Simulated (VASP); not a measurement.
# Si in VASP: a series of runs, part 2 of 2

VASP 6.6.1.

### Step 3. Single point, PBE (atoms displaced along a vibrational mode)

Contents of INCAR:

```
PREC     = Accurate       # precision mode
ENCUT    = 520            # plane-wave cutoff, eV
EDIFF    = 1E-7           # SCF threshold, eV
ISMEAR   = 0              # smearing method
SIGMA    = 0.05           # smearing width, eV
LREAL    = False          # projectors in reciprocal space
LASPH    = True           # aspherical terms in the spheres
NELM     = 100            # most SCF steps
ALGO     = Normal         # electronic algorithm
ISIF     = 2              # what is computed and relaxed
LWAVE    = False          # write WAVECAR
LCHARG   = False          # write CHGCAR
GGA      = PE             # functional
NBANDS   = 26             # bands
```

Contents of KPOINTS:

```
Automatic mesh
0
Gamma
  10 10 4
```

Contents of POSCAR:

```
Si
1.0
    0.0000000000      0.0000000000      3.8608359371
    3.3455832253     -3.3455832253     -1.9304179686
    6.6911664507      6.6911664507      0.0000000000
Si
8
Direct
   -0.0080412335      0.0000000000      0.1786105076
    0.5080412335      0.0000000000      0.6786105076
    0.5080412335      0.0000000000      0.3213894924
   -0.0080412335      0.0000000000      0.8213894924
    0.7331184532      0.6427789847      0.0000000000
    0.4096605315      0.6427789847      0.5000000000
    0.0903394685      0.3572210153      0.0000000000
    0.7668815468      0.3572210153      0.5000000000
```

Potentials or basis: VASP PAW PBE potentials, release 64 (Si).

Launch:

```console
cat potpaw_PBE.64/Si/POTCAR > POTCAR
mpirun -np 1 vasp_std > vasp.out
```

OUTCAR:

```text
PREC = Accurate
   ENCUT = 520
   EDIFF = 1E-7
   ISMEAR = 0
   LREAL = False
   LASPH = True
   NELM = 100
   ISIF = 2
   GGA = PE

 ion  position               nearest neighbor table
   1  0.992  0.000  0.179-   3 2.31   3 2.41   5 2.41   7 2.41
   2  0.508  0.000  0.679-   4 2.31   4 2.41   8 2.41   6 2.41
   3  0.508  0.000  0.321-   1 2.31   1 2.41   8 2.41   6 2.41
   4  0.992  0.000  0.821-   2 2.31   2 2.41   5 2.41   7 2.41
   5  0.733  0.643  0.000-   7 2.36   7 2.36   1 2.41   4 2.41
   6  0.410  0.643  0.500-   8 2.36   8 2.36   2 2.41   3 2.41
   7  0.090  0.357  0.000-   5 2.36   5 2.36   4 2.41   1 2.41
   8  0.767  0.357  0.500-   6 2.36   6 2.36   3 2.41   2 2.41

  LATTYP: Found a base centered orthorhombic cell.
 ALAT       =     3.8608359371
 B/A-ratio  =     2.4509558284
 C/A-ratio  =     2.4509558284

  Lattice vectors:

 A1 = (  -3.3455832253,   3.3455832253,   1.9304179686)
 A2 = (   3.3455832253,  -3.3455832253,   1.9304179685)
 A3 = (   6.6911664507,   6.6911664507,   0.0000000000)

Analysis of symmetry for initial positions (statically):
=====================================================================
 Subroutine PRICEL returns:
 Original cell was already a primitive cell.

 Routine SETGRP: Setting up the symmetry group for a
 base centered orthorhombic supercell.

 Subroutine GETGRP returns: Found  8 space group operations
 (whereof  4 operations were pure point group operations)
 out of a pool of  8 trial point group operations.

The static configuration has the point symmetry C_2v.
 The point group associated with its full space group is D_2h.

Analysis of symmetry for dynamics (positions and initial velocities):
=====================================================================
 Subroutine PRICEL returns:
 Original cell was already a primitive cell.

 Routine SETGRP: Setting up the symmetry group for a
 base centered orthorhombic supercell.

 Subroutine GETGRP returns: Found  8 space group operations
 (whereof  4 operations were pure point group operations)
 out of a pool of  8 trial point group operations.

The dynamic configuration has the point symmetry C_2v.
 The point group associated with its full space group is D_2h.

 Subroutine INISYM returns: Found  8 space group operations
 (whereof  4 operations are pure point group operations),
 and found     1 'primitive' translations

----------------------------------------------------------------------------------------

                                     Primitive cell

  volume of cell :     172.8562

  direct lattice vectors                    reciprocal lattice vectors
     0.000000000  0.000000000  3.860835937     0.074725387 -0.074725387  0.259011265
     3.345583225 -3.345583225 -1.930417969     0.149450773 -0.149450773  0.000000000
     6.691166451  6.691166451  0.000000000     0.074725387  0.074725387  0.000000000

  length of vectors
     3.860835937  5.110026200  9.462738343     0.279740241  0.211355310  0.105677655

  position of ions in fractional coordinates (direct lattice)
     0.991958766  0.000000000  0.178610508
     0.508041234  0.000000000  0.678610508
     0.508041234  0.000000000  0.321389492
[... 49 lines left out ...]
  0.400000  0.000000  0.000000      4.000000
  0.500000  0.000000  0.000000      2.000000
[... 16 lines left out ...]
  0.000000  0.300000  0.000000      2.000000
  0.100000  0.300000  0.000000      4.000000
 [... further k-points ...]
   k-points           NKPTS =     93   k-points in BZ     NKDIM =     93   number of bands    NBANDS=     26
   number of dos      NEDOS =    301   number of ions     NIONS =      8
   total plane-waves  NPLWV =  84000
   dimension x,y,z NGX =    30 NGY =   40 NGZ =   70
   dimension x,y,z NGXF=    60 NGYF=   80 NGZF=  140
   ions per type =               8
   NGX,Y,Z   is equivalent  to a cutoff of  12.92, 13.01, 12.30 a.u.
   NGXF,Y,Z  is equivalent  to a cutoff of  25.84, 26.03, 24.60 a.u.
 SYSTEM =  unknown system
   PREC   = accura    normal or accurate (medium, high low for compatibility)
   ISTART =      0    job   : 0-new  1-cont  2-samecut
   ICHARG =      2    charge: 1-file 2-atom 10-const
   ISPIN  =      1    spin polarized calculation?
   LNONCOLLINEAR =      F non collinear calculations
   LSORBIT =      F    spin-orbit coupling
   LASPH  =      T    aspherical Exc in radial PAW
   ENCUT  =  520.0 eV  38.22 Ry    6.18 a.u.   7.18  9.50 17.59*2*pi/ulx,y,z
   NELM   =    100;   NELMIN=  2; NELMDL= -5     # of ELM steps
   EDIFF  = 0.1E-06   stopping-criterion for ELM
   LREAL  =      F    real-space projection
   EDIFFG = 0.1E-05   stopping-criterion for IOM
   NSW    =      0    number of steps for IOM
   IBRION =     -1    ionic relax: 0-MD 1-quasi-New 2-CG
   NFREE  =      0    steps in history (QN), initial steepest desc. (CG)
   ISIF   =      2    stress and relaxation
   ISYM   =      2    0-nonsym 1-usesym 2-fastsym
   POTIM  = 0.5000    time-step for ionic-motion
   TEBEG  =    0.0;   TEEND  =   0.0 temperature during run
   PSTRESS=    0.0 pullay stress
   NELECT =      32.0000    total number of electrons
   NUPDOWN=      -1.0000    fix difference up-down
   EMIN   =  10.00;   EMAX   =-10.00  energy-range for DOS
   EFERMI =   0.00;   METHOD = LEGACY
   ISMEAR =     0;   SIGMA  =   0.05  broadening in eV -4-tet -1-fermi 0-gaus
   EFERMI_NEDOS =   21; number of points for ismear=-14 and -15
   IALGO  =     38    algorithm
   IMIX   =      4    mixing-type and parameters
     AMIX     =   0.40;   BMIX     =  1.00
     AMIX_MAG =   1.60;   BMIX_MAG =  1.00
  volume/ion in A,a.u.               =      21.61       145.81
  Fermi-wavevector in a.u.,A,eV,Ry     =   0.933032  1.763175 11.844531  0.870548
  Thomas-Fermi vector in A             =   2.059691
   LORBIT       =      0    0 simple, 1 ext, 2 COOP (PROOUT), +10 PAW based schemes
   GGA     = PE    functional components
   LHFCALC =     F    Hartree Fock is set to
   AEXX    =    0.0000 exact exchange contribution
   IVDW    =     0    specifies the selected vdW correction
   LEPSILON=     F    determine dielectric tensor
   LRPA    =     F    only Hartree local field effects (RPA)
 non-spin polarized calculation
 Gauss-broadening in eV      SIGMA  =   0.05
  energy-cutoff  :      520.00
  volume of cell :      172.86
 maximum number of plane-waves:      4690
 NGX is ok and might be reduce to    30
   NGX = 15   NGY = 19   NGZ = 35

 number of electron      32.0000001 magnetization

 Free energy of the ion-electron system (eV)
  ---------------------------------------------------
  ext. energy  EPLUGINS =         0.00000000
  ---------------------------------------------------
  free energy    TOTEN  =       -42.19859948 eV

  energy without entropy =      -42.19798641  energy(sigma->0) =      -42.19829294

 E-fermi :   5.3448     XC(G=0):  -9.0436

 val. band max:        5.2873581425   @ k =   0.1000   0.4000   0.0000
 cond. band min:       5.3578721343   @ k =   0.0000   0.4000   0.0000
 fundamental gap:      0.0705139917
 Fermi energy:         5.3448208911

 k-point     1 :       0.0000    0.0000    0.0000
  band No.  band energies     occupation
      1      -6.6261      2.00000
      2      -5.6249      2.00000
      3      -4.7336      2.00000
      4      -2.5149      2.00000
      5      -0.1947      2.00000
      6      -0.1770      2.00000
[... 685 lines left out ...]
     25       9.5344      0.00000
     26       9.8896      0.00000

 [... further k-points ...]

------------------------ aborting loop because EDIFF is reached ----------------------------------------

  FORCE on cell =-STRESS in cart. coord.  units (eV):
  Direction    XX          YY          ZZ          XY          YZ          ZX
  --------------------------------------------------------------------------------------
  -------------------------------------------------------------------------------------
  Total       -0.7571231     -0.7571231     -0.6812356      0.2389801     -0.0000000      0.0000000
  in kB       -7.0176557     -7.0176557     -6.3142665      2.2150688     -0.0000000      0.0000000
  external PRESSURE =      -6.7831926 kB  Pullay stress =       0.0000000 kB

 VOLUME and BASIS-vectors are now :
 -----------------------------------------------------------------------------
  energy-cutoff  :      520.00
  volume of cell :      172.86
      direct lattice vectors                 reciprocal lattice vectors
     0.000000000  0.000000000  3.860835937     0.074725387 -0.074725387  0.259011265
     3.345583225 -3.345583225 -1.930417969     0.149450773 -0.149450773  0.000000000
     6.691166451  6.691166451  0.000000000     0.074725387  0.074725387  0.000000000

 POSITION                                       TOTAL-FORCE (eV/Angst)
 -----------------------------------------------------------------------------------
      1.19511      1.19511      3.82979        -0.166622     -0.166622      0.041914
      4.54070      4.54070      1.96146        -0.166622     -0.166622     -0.041914
      2.15047      2.15047      1.96146         0.166622      0.166622     -0.041914
      5.49605      5.49605      3.82979         0.166622      0.166622      0.041914
      2.15047     -2.15047      1.58962         0.122772     -0.122772      0.572762
      5.49605      1.19511      0.34080         0.122772     -0.122772     -0.572762
      1.19511     -1.19511     -0.34080        -0.122772      0.122772      0.572762
      4.54070      2.15047      2.27122        -0.122772      0.122772     -0.572762
 -----------------------------------------------------------------------------------
    total drift:                               -0.000000      0.000000      0.000000

  FREE ENERGIE OF THE ION-ELECTRON SYSTEM (eV)
  ---------------------------------------------------
  free  energy   TOTEN  =       -42.1985994839 eV

  energy  without entropy=      -42.1979864054  energy(sigma->0) =      -42.19829294
```

It took 8.1 min on 1 thread of Intel Xeon 8259CL, shared host; peak memory 0.46 GiB.

Results:

```yaml
Free_energy: -42.1986 eV
Pressure: -0.7 GPa
Largest_force: 0.598 eV/Å
Band_gap_on_the_k_mesh: zero (bands 16 and 17 overlap by 0.18 eV)
```

Forces in eV/Å, atoms in the order of the input:
```
Si  -0.167 -0.167  0.042
Si  -0.167 -0.167 -0.042
Si   0.167  0.167 -0.042
Si   0.167  0.167  0.042
Si   0.123 -0.123  0.573
Si   0.123 -0.123 -0.573
Si  -0.123  0.123  0.573
Si  -0.123  0.123 -0.573
```

Stress tensor (GPa, compression positive):
```
-0.70  0.22  0.00
 0.22 -0.70  0.00
 0.00  0.00 -0.63
```

Caveat: the cell differs from its parent crystal (atoms displaced along a vibrational mode); semilocal functionals underestimate gaps, and a narrow one can read as zero.

### Step 4. Single point, PBE (atoms displaced along a vibrational mode)

Contents of INCAR:

```
PREC = Accurate
ENCUT = 520
EDIFF = 1E-7
ISMEAR = 0
SIGMA = 0.05
LREAL = F
LASPH = T
NELM = 60
ALGO = Normal
ISIF = 2
LWAVE = F
LCHARG = F
GGA = PE
NBANDS = 26
```

Contents of KPOINTS:

```
regular mesh
0
Gamma
  10 10 4
```

Contents of POSCAR:

```
Si
1.0
    0.0000000000      0.0000000000      3.8608359371
    3.3455832253     -3.3455832253     -1.9304179686
    6.6911664507      6.6911664507      0.0000000000
Si
8
Direct
   -0.0040206167      0.0000000000      0.1786105076
    0.5040206167      0.0000000000      0.6786105076
    0.5040206167      0.0000000000      0.3213894924
   -0.0040206167      0.0000000000      0.8213894924
    0.7772539728      0.6427789847      0.0000000000
    0.3655250119      0.6427789847      0.5000000000
    0.1344749881      0.3572210153      0.0000000000
    0.7227460272      0.3572210153      0.5000000000
```

Launch:

```console
cat potpaw_PBE.64/Si/POTCAR > POTCAR
mpirun -np 1 vasp_std > vasp.out
```

Wall time 4 min (1 thread of Intel Xeon 6975P-C (Granite Rapids), shared host); peak memory 0.45 GiB.

The run converged. Its results:

- Free energy: -42.4935 eV
- Pressure: -0.2 GPa
- Largest force: 0.288 eV/Å
- Band gap on the k mesh: 0.22 eV (least direct gap 0.43 eV)

Forces on the atoms (eV/Å):
```
Si  -0.042 -0.042  0.022
Si  -0.042 -0.042 -0.022
Si   0.042  0.042 -0.022
Si   0.042  0.042  0.022
Si   0.032 -0.032  0.285
Si   0.032 -0.032 -0.285
Si  -0.032  0.032  0.285
Si  -0.032  0.032 -0.285
```

Stress tensor (GPa, compression positive):
```
-0.23  0.07  0.00
 0.07 -0.23  0.00
 0.00  0.00 -0.20
```

Levels at points of the mesh, in eV from the valence-band top:
| k point | band 12 | band 13 | band 14 | band 15 | band 16 | band 17 | band 18 | band 19 | band 20 | band 21 |
| --- | --- | --- | --- | --- | --- | --- | --- | --- | --- | --- |
| (0.00, 0.00, 0.00) | -1.89 | -1.61 | -1.50 | -1.47 | -0.55 | 1.21 | 1.51 | 1.51 | 1.81 | 1.92 |
| (0.50, 0.00, 0.00) | -2.47 | -2.45 | -2.43 | -2.38 | -2.09 | 1.29 | 1.62 | 1.82 | 2.19 | 2.21 |
| (0.00, 0.50, 0.00) | -1.87 | -1.62 | -0.32 | -0.02 | 0.00 | 0.43 | 1.65 | 1.89 | 1.94 | 2.84 |
| (0.00, 0.00, 0.50) | -1.87 | -1.76 | -1.76 | -1.55 | -1.55 | 0.78 | 0.78 | 1.87 | 1.87 | 2.05 |
| (0.50, 0.00, 0.50) | -3.44 | -2.35 | -2.35 | -1.43 | -1.43 | 0.83 | 0.83 | 2.22 | 2.22 | 3.05 |
| (0.00, 0.50, 0.50) | -2.19 | -0.81 | -0.81 | -0.57 | -0.57 | 0.82 | 0.82 | 2.69 | 2.69 | 2.93 |

Caveat: the cell differs from its parent crystal (atoms displaced along a vibrational mode).

### Step 5. Summary

| cell | gap on the mesh (eV) | pressure (GPa) | largest force (eV/Å) |
| --- | --- | --- | --- |
| as given, atomic positions A | none | -0.7 | 0.78 |
| as given, atomic positions B | none | -0.7 | 0.60 |
| as given, atomic positions C | 0.22 | -0.2 | 0.29 |

Alike in all rows: task single point; level PBE; potentials or basis VASP PAW PBE potentials, release 64 (Si); no spin polarisation; k mesh 10 × 10 × 4; cutoff (eV) 520; smearing gaussian 0.05 eV.

Caveats: semilocal functionals underestimate gaps, and a narrow one can read as zero (at least some runs).

Absolute energies hang on the potentials; compare differences alone.

The gap in the log of VASP goes by the Fermi energy; the results here count the filled bands.